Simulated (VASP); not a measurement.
# Hf (Im-3m) in VASP: notebook

Runs on Hf. Level: BLYP. Tasks: single point, relaxation of cell and atoms.

Program: VASP 6.6.1. These are calculated values, not measurements. Logs are shortened: lines on timing, memory, paths and dates and some standing lists are left out, and cuts for length are marked.

## (1) The cell of the first run

Symmetry: Im-3m, No. 229, cubic system. The conventional cell has a = 3.716 Å, b = 3.716 Å, c = 3.716 Å, α = 90.00°, β = 90.00°, γ = 90.00°. Within 4.2 Å of Hf (site symmetry m-3m) lie 14 Hf at 3.22 to 3.72 Å.

## (2) Single point, BLYP (volume scaled by 1.12)

File INCAR:

```
SYSTEM = Hf
AGGAC = 1.0
AGGAX = 1.0
ALDAC = 0.0
ALDAX = 1.0
ALGO = Normal
EDIFF = 1E-7
ENCUT = 520
GGA = B5
ISIF = 2
ISMEAR = -1
LASPH = .TRUE.
LCHARG = .FALSE.
LREAL = .FALSE.
LWAVE = .FALSE.
NBANDS = 11
NELM = 100
PREC = Accurate
SIGMA = 0.1
```

File KPOINTS:

```
k-points
0
G
  14 14 14
  0 0 0
```

File POSCAR:

```
Hf
1.0
   -1.8578696390      1.8578696390      1.8578696390
    1.8578696390     -1.8578696390      1.8578696390
    1.8578696390      1.8578696390     -1.8578696390
Hf
1
Direct
    0.0000000000      0.0000000000      0.0000000000
```

Potentials or basis: VASP PAW PBE potentials, release 64 (Hf_pv).

The run is started by

```bash
> cat potpaw_PBE.64/Hf_pv/POTCAR > POTCAR
> mpirun -np 1 vasp_std > vasp.out
```

OUTCAR:

```text
SYSTEM = Hf
   EDIFF = 1E-7
   ENCUT = 520
   GGA = B5
   ISIF = 2
   ISMEAR = -1
   LASPH = .TRUE.
   LREAL = .FALSE.
   NELM = 100
   PREC = Accurate

 ion  position               nearest neighbor table
   1  0.000  0.000  0.000-

  LATTYP: Found a body centered cubic cell.
 ALAT       =     3.7157392780

  Lattice vectors:

 A1 = (  -1.8578696390,   1.8578696390,   1.8578696390)
 A2 = (   1.8578696390,  -1.8578696390,   1.8578696390)
 A3 = (   1.8578696390,   1.8578696390,  -1.8578696390)

Analysis of symmetry for initial positions (statically):
=====================================================================
 Subroutine PRICEL returns:
 Original cell was already a primitive cell.

 Routine SETGRP: Setting up the symmetry group for a
 body centered cubic supercell.

 Subroutine GETGRP returns: Found 48 space group operations
 (whereof 48 operations were pure point group operations)
 out of a pool of 48 trial point group operations.

The static configuration has the point symmetry O_h .

Analysis of symmetry for dynamics (positions and initial velocities):
=====================================================================
 Subroutine PRICEL returns:
 Original cell was already a primitive cell.

 Routine SETGRP: Setting up the symmetry group for a
 body centered cubic supercell.

 Subroutine GETGRP returns: Found 48 space group operations
 (whereof 48 operations were pure point group operations)
 out of a pool of 48 trial point group operations.

The dynamic configuration has the point symmetry O_h .

 Subroutine INISYM returns: Found 48 space group operations
 (whereof 48 operations are pure point group operations),
 and found     1 'primitive' translations

----------------------------------------------------------------------------------------

                                     Primitive cell

  volume of cell :      25.6511

  direct lattice vectors                    reciprocal lattice vectors
    -1.857869639  1.857869639  1.857869639     0.000000000  0.269125449  0.269125449
     1.857869639 -1.857869639  1.857869639     0.269125449  0.000000000  0.269125449
     1.857869639  1.857869639 -1.857869639     0.269125449  0.269125449  0.000000000

  length of vectors
     3.217924609  3.217924609  3.217924609     0.380600859  0.380600859  0.380600859

  position of ions in fractional coordinates (direct lattice)
     0.000000000  0.000000000  0.000000000

  ion indices of the primitive-cell ions
   primitive index   ion index
                 1           1

----------------------------------------------------------------------------------------

 KPOINTS: k-points

Automatic generation of k-mesh.
 Grid dimensions read from file:
 generate k-points for:   14   14   14

 Generating k-lattice:

  Cartesian coordinates                     Fractional coordinates (reciprocal lattice)
     0.000000000  0.019223246  0.019223246     0.071428571  0.000000000  0.000000000
     0.019223246  0.000000000  0.019223246     0.000000000  0.071428571  0.000000000
     0.019223246  0.019223246  0.000000000     0.000000000  0.000000000  0.071428571

  Length of vectors
     0.027185776  0.027185776  0.027185776

  Shift w.r.t. Gamma in fractional coordinates (k-lattice)
     0.000000000  0.000000000  0.000000000

 Subroutine IBZKPT returns following result:
 ===========================================

 Found    104 irreducible k-points:

 Following reciprocal coordinates:
            Coordinates               Weight
  0.000000  0.000000  0.000000      1.000000
  0.071429  0.000000  0.000000     12.000000
  0.142857  0.000000  0.000000     12.000000
  0.214286  0.000000  0.000000     12.000000
  0.285714  0.000000  0.000000     12.000000
  0.357143  0.000000  0.000000     12.000000
[... 16 lines left out ...]
  0.285714  0.285714  0.000000     24.000000
  0.357143  0.285714  0.000000     24.000000
 [... further k-points ...]
   k-points           NKPTS =    104   k-points in BZ     NKDIM =    104   number of bands    NBANDS=     11
   number of dos      NEDOS =    301   number of ions     NIONS =      1
   total plane-waves  NPLWV =  13824
   dimension x,y,z NGX =    24 NGY =   24 NGZ =   24
   dimension x,y,z NGXF=    48 NGYF=   48 NGZF=   48
   ions per type =               1
   NGX,Y,Z   is equivalent  to a cutoff of  12.40, 12.40, 12.40 a.u.
   NGXF,Y,Z  is equivalent  to a cutoff of  24.80, 24.80, 24.80 a.u.
 SYSTEM =  Hf
   PREC   = accura    normal or accurate (medium, high low for compatibility)
   ISTART =      0    job   : 0-new  1-cont  2-samecut
   ICHARG =      2    charge: 1-file 2-atom 10-const
   ISPIN  =      1    spin polarized calculation?
   LNONCOLLINEAR =      F non collinear calculations
   LSORBIT =      F    spin-orbit coupling
   LASPH  =      T    aspherical Exc in radial PAW
   ENCUT  =  520.0 eV  38.22 Ry    6.18 a.u.   5.98  5.98  5.98*2*pi/ulx,y,z
   NELM   =    100;   NELMIN=  2; NELMDL= -5     # of ELM steps
   EDIFF  = 0.1E-06   stopping-criterion for ELM
   LREAL  =      F    real-space projection
   EDIFFG = 0.1E-05   stopping-criterion for IOM
   NSW    =      0    number of steps for IOM
   IBRION =     -1    ionic relax: 0-MD 1-quasi-New 2-CG
   NFREE  =      0    steps in history (QN), initial steepest desc. (CG)
   ISIF   =      2    stress and relaxation
   ISYM   =      2    0-nonsym 1-usesym 2-fastsym
   POTIM  = 0.5000    time-step for ionic-motion
   TEBEG  =    0.0;   TEEND  =   0.0 temperature during run
   PSTRESS=    0.0 pullay stress
   NELECT =      10.0000    total number of electrons
   NUPDOWN=      -1.0000    fix difference up-down
   EMIN   =  10.00;   EMAX   =-10.00  energy-range for DOS
   EFERMI =   0.00;   METHOD = LEGACY
   ISMEAR =    -1;   SIGMA  =   0.10  broadening in eV -4-tet -1-fermi 0-gaus
   EFERMI_NEDOS =   21; number of points for ismear=-14 and -15
   IALGO  =     38    algorithm
   IMIX   =      4    mixing-type and parameters
     AMIX     =   0.40;   BMIX     =  1.00
     AMIX_MAG =   1.60;   BMIX_MAG =  1.00
  volume/ion in A,a.u.               =      25.65       173.10
  Fermi-wavevector in a.u.,A,eV,Ry     =   1.195931  2.259983 19.459758  1.430252
  Thomas-Fermi vector in A             =   2.331884
   LORBIT       =      0    0 simple, 1 ext, 2 COOP (PROOUT), +10 PAW based schemes
   GGA     = B5    functional components
   LHFCALC =     F    Hartree Fock is set to
   AEXX    =    0.0000 exact exchange contribution
   IVDW    =     0    specifies the selected vdW correction
   LEPSILON=     F    determine dielectric tensor
   LRPA    =     F    only Hartree local field effects (RPA)
 non-spin polarized calculation
  energy-cutoff  :      520.00
  volume of cell :       25.65
 maximum number of plane-waves:       704
   NGX = 11   NGY = 11   NGZ = 11

 number of electron      10.0000002 magnetization

 Free energy of the ion-electron system (eV)
  ---------------------------------------------------
  ext. energy  EPLUGINS =         0.00000000
  ---------------------------------------------------
  free energy    TOTEN  =        -8.39817371 eV

  energy without entropy =       -8.32144276  energy(sigma->0) =       -8.35980823

 E-fermi :   4.2251     XC(G=0): -10.1138

 val. band max:        4.2245265341   @ k =   0.1429   0.1429   0.0714
 cond. band min:       4.2315526885   @ k =   0.2857   0.0714   0.0714
 fundamental gap:      0.0070261544
 Fermi energy:         4.2250803480

 k-point     1 :       0.0000    0.0000    0.0000
  band No.  band energies     occupation
      1     -26.0373      2.00000
      2     -26.0373      2.00000
      3     -26.0373      2.00000
      4      -2.2581      2.00000
      5       5.4936      0.00001
      6       5.4936      0.00001
      7       5.4936      0.00001
      8       7.8816      0.00000
      9       7.8816      0.00000
     10      16.3025      0.00000
     11      17.0186      0.00000

 k-point     2 :       0.0714    0.0000    0.0000
  band No.  band energies     occupation
      1     -26.0643      2.00000
      2     -26.0461      2.00000
      3     -26.0373      2.00000
      4      -2.0957      2.00000
      5       5.3881      0.00002
      6       5.4552      0.00001
      7       5.6493      0.00000
      8       7.7221      0.00000
      9       7.8830      0.00000
     10      16.3021      0.00000
     11      17.1563      0.00000

 k-point     3 :       0.1429    0.0000    0.0000
  band No.  band energies     occupation
      1     -26.1392      2.00000
      2     -26.0706      2.00000
      3     -26.0373      2.00000
      4      -1.6268      2.00000
      5       5.1105      0.00029
      6       5.2809      0.00005
      7       6.1094      0.00000
      8       7.4543      0.00000
      9       7.8998      0.00000
     10      16.3002      0.00000
     11      17.4003      0.00000

 k-point     4 :       0.2143    0.0000    0.0000
  band No.  band energies     occupation
      1     -26.2455      2.00000
      2     -26.1058      2.00000
      3     -26.0373      2.00000
      4      -0.9111      2.00000
      5       4.7480      0.01066
      6       4.9256      0.00181
      7       6.8515      0.00000
      8       7.3877      0.00000
      9       7.9593      0.00000
     10      16.2930      0.00000
     11      17.1619      0.00000

 k-point     5 :       0.2857    0.0000    0.0000
  band No.  band energies     occupation
      1     -26.3610      2.00000
      2     -26.1446      2.00000
      3     -26.0373      2.00000
      4      -0.0698      2.00000
      5       4.3872      0.33009
      6       4.5721      0.06034
      7       7.5260      0.00000
      8       7.8300      0.00000
      9       8.0799      0.00000
     10      15.9759      0.00000
     11      16.2430      0.00000
[... 211 lines left out ...]
 k-point    21 :       0.2857    0.2143   -0.0000
  band No.  band energies     occupation
      1     -26.4693      2.00000
      2     -26.2529      2.00000
      3     -26.0891      2.00000
      4       1.8623      2.00000
      5       3.7234      1.98683
      6       4.2047      1.10174
      7       7.5575      0.00000
      8       8.3489      0.00000
      9      10.6554      0.00000
     10      12.3215      0.00000
     11      15.7206      0.00000

 k-point    22 :       0.3571    0.2143    0.0000
  band No.  band energies     occupation
      1     -26.4835      2.00000
      2     -26.2875      2.00000
      3     -26.0919      2.00000
      4       2.1975      2.00000
      5       3.7725      1.97857
      6       4.2090      1.08046
      7       7.6262      0.00000
      8       8.4903      0.00000
      9      11.2084      0.00000
     10      11.5908      0.00000
     11      14.9173      0.00000

 k-point    23 :       0.2857    0.2857    0.0000
  band No.  band energies     occupation
      1     -26.4553      2.00000
      2     -26.3172      2.00000
      3     -26.0990      2.00000
      4       2.4942      2.00000
      5       3.6043      1.99598
      6       4.0737      1.63935
      7       7.8223      0.00000
      8       8.2745      0.00000
      9      11.0108      0.00000
     10      11.8689      0.00000
     11      14.7508      0.00000

 k-point    24 :       0.3571    0.2857    0.0000
  band No.  band energies     occupation
      1     -26.4351      2.00000
      2     -26.3559      2.00000
      3     -26.1019      2.00000
      4       2.7381      2.00000
      5       3.6936      1.99021
      6       3.8966      1.92779
      7       7.9531      0.00000
      8       8.3547      0.00000
      9      10.3605      0.00000
     10      12.6736      0.00000
     11      14.0064      0.00000

 [... further k-points ...]

------------------------ aborting loop because EDIFF is reached ----------------------------------------

  FORCE on cell =-STRESS in cart. coord.  units (eV):
  Direction    XX          YY          ZZ          XY          YZ          ZX
  --------------------------------------------------------------------------------------
  -------------------------------------------------------------------------------------
  Total       -1.4097979     -1.4097979     -1.4097979      0.0000000     -0.0000000      0.0000000
  in kB      -88.0565647    -88.0565647    -88.0565647      0.0000000     -0.0000000      0.0000000
  external PRESSURE =     -88.0565647 kB  Pullay stress =       0.0000000 kB

 VOLUME and BASIS-vectors are now :
 -----------------------------------------------------------------------------
  energy-cutoff  :      520.00
  volume of cell :       25.65
      direct lattice vectors                 reciprocal lattice vectors
    -1.857869639  1.857869639  1.857869639     0.000000000  0.269125449  0.269125449
     1.857869639 -1.857869639  1.857869639     0.269125449  0.000000000  0.269125449
     1.857869639  1.857869639 -1.857869639     0.269125449  0.269125449  0.000000000

 POSITION                                       TOTAL-FORCE (eV/Angst)
 -----------------------------------------------------------------------------------
      0.00000      0.00000      0.00000        -0.000000      0.000000     -0.000000
 -----------------------------------------------------------------------------------
    total drift:                                0.000000      0.000000     -0.000000

  FREE ENERGIE OF THE ION-ELECTRON SYSTEM (eV)
  ---------------------------------------------------
  free  energy   TOTEN  =        -8.3981737097 eV

  energy  without entropy=       -8.3214427565  energy(sigma->0) =       -8.35980823
```

Run time: 34 s. Hardware: 1 thread of Intel Xeon 8259CL, shared host; peak memory 0.16 GiB.

What came out:

```yaml
Free_energy: -8.3982 eV
Pressure: -8.8 GPa
Band_gap_on_the_k_mesh: zero (band 5 reaches 5.49 eV, above the bottom of band 6 at 3.57 eV)
```

Caveat: the cell differs from its parent crystal (volume scaled by 1.12); the PAW data sets were made with another functional, which shifts forces and pressure a little; spin-orbit coupling is left out, which moves the levels of the heavy elements.

## (3) Relaxation of cell and atoms, BLYP

This run uses another cell than the first one, of 22.38 Å³/atom, 0.872 times its volume.

File INCAR:

```
PREC     = Accurate       # precision mode
ENCUT    = 600            # plane-wave cutoff, eV
EDIFF    = 1E-6           # SCF threshold, eV
ISMEAR   = -1             # smearing method
SIGMA    = 0.1            # smearing width, eV
LREAL    = False          # projectors in reciprocal space
LASPH    = True           # aspherical terms in the spheres
NELM     = 60             # most SCF steps
ALGO     = Normal         # electronic algorithm
ISIF     = 3              # what is computed and relaxed
LWAVE    = False          # write WAVECAR
LCHARG   = False          # write CHGCAR
GGA      = B5             # functional
ALDAX    = 1.0          
AGGAX    = 1.0          
AGGAC    = 1.0          
ALDAC    = 0.0          
IBRION   = 2              # ionic algorithm
NSW      = 80             # ionic steps
EDIFFG   = -0.01          # ionic threshold
```

File KPOINTS:

```
Automatic mesh
0
Gamma
  12 12 12
```

File POSCAR:

```
Hf
1.0
   -1.7752869173      1.7752869173      1.7752869173
    1.7752869173     -1.7752869173      1.7752869173
    1.7752869173      1.7752869173     -1.7752869173
Hf
1
Direct
    0.0000000000      0.0000000000      0.0000000000
```

Potentials or basis: VASP PAW PBE potentials, release 64 (Hf_pv).

The run is started by

```bash
> cat potpaw_PBE.64/Hf_pv/POTCAR > POTCAR
> mpirun -np 1 vasp_std > vasp.out
```

Run time: 89 s. Hardware: 1 thread of Intel Xeon 8259CL, shared host; peak memory 0.18 GiB.

It converged, with:

```yaml
Free_energy: -8.4789 eV
Relaxed_volume: 22.91 Å³/atom
Relaxed_cell: a = 3.099 Å, b = 3.099 Å, c = 3.099 Å, α = 109.47°, β = 109.47°, γ = 109.47°
Space_group_after_relaxing_to_0.05_Å: Im-3m (No. 229)
Energy_gained_by_relaxing: 3.8 meV/atom
Ionic_steps: 3
Pressure_after_relaxing: 0.0 GPa
Band_gap_on_the_k_mesh: zero (band 5 reaches 6.33 eV, above the bottom of band 6 at 4.33 eV)
```

Step by step:
| step | energy change (eV) | largest force (eV/Å) | pressure (GPa) | volume (Å³) |
| --- | --- | --- | --- | --- |
| 1 | 0.0000 | 0.0000 | 2.34 | 22.38 |
| 2 | -0.0001 | 0.0000 | -2.16 | 23.46 |
| 3 | -0.0038 | 0.0000 | 0.00 | 22.91 |

Final structure:
```cif
data_structure
_symmetry_space_group_name_H-M 'P 1'
_symmetry_Int_Tables_number 1
_cell_length_a 3.0991
_cell_length_b 3.0991
_cell_length_c 3.0991
_cell_angle_alpha 109.471
_cell_angle_beta 109.471
_cell_angle_gamma 109.471
_cell_volume 22.91
loop_
_atom_site_label
_atom_site_type_symbol
_atom_site_fract_x
_atom_site_fract_y
_atom_site_fract_z
_atom_site_occupancy
Hf1 Hf 0.00000 0.00000 0.00000 1
```

Levels at points of the mesh, in eV from the Fermi level:
```
           k point  band 2  band 3  band 4  band 5  band 6  band 7  band 8  band 9
(0.00, 0.00, 0.00)  -29.84  -29.84   -6.83    1.39    1.39    1.39    4.08    4.08
(0.50, 0.00, 0.00)  -30.09  -29.84   -3.27   -0.53    1.19    3.90    4.84    7.21
(0.50, 0.50, 0.50)  -30.38  -30.38   -2.48   -2.48    6.42    6.42    6.42    7.21
```

Caveat: the PAW data sets were made with another functional, which shifts forces and pressure a little; spin-orbit coupling is left out, which moves the levels of the heavy elements.

(Continued in part 2 of 2.)
